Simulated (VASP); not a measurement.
Cu:

```
Cu
1.0
     0.00000    2.48500    2.48500
     2.48500    0.00000    2.48500
     2.48500    2.48500    0.00000
Cu
2
Direct
  0.00000 0.00000 0.00000
  0.25000 0.25000 0.25000
```

This isn't the form of Cu at room conditions, which is fcc.

| Quantity | Value |
| --- | --- |
| Program | VASP 6.6.1 |
| Task | relaxation of cell and atoms |
| Functional | PBE |
| Potentials or basis | VASP PAW PBE potentials, release 64 (Cu) |
| Cutoff | 600 eV |
| k mesh | 14 × 14 × 14 |
| Occupations | fermi-dirac, width 0.05 eV |
| Spin | no spin polarisation |

At the start: pressure 21.4 GPa; volume 15.35 Å³/atom.

Task: How do energy, volume and symmetry change on relaxing?

Result: Over 4 steps the energy falls by 210.7 meV/atom and the volume is 19.24 Å³/atom (+25.4 %); space group Fd-3m (No. 227, to 0.1 Å) before and after.

Step by step:
```csv
step,energy change (eV),largest force (eV/Å),pressure (GPa),volume (Å³)
1,0.0000,0.0000,21.39,30.69
2,-0.4017,0.0000,-2.93,40.72
3,-0.4213,0.0000,0.13,38.32
4,-0.4215,0.0000,0.01,38.48
```

Final structure:
```
Cu
1.0
     0.00000    2.67970    2.67970
     2.67970    0.00000    2.67970
     2.67970    2.67970    0.00000
Cu
2
Direct
  0.00000 0.00000 0.00000
  0.25000 0.25000 0.25000
```

Caveat: the volume moved by over 15 % at a fixed basis, so the end points are rough.
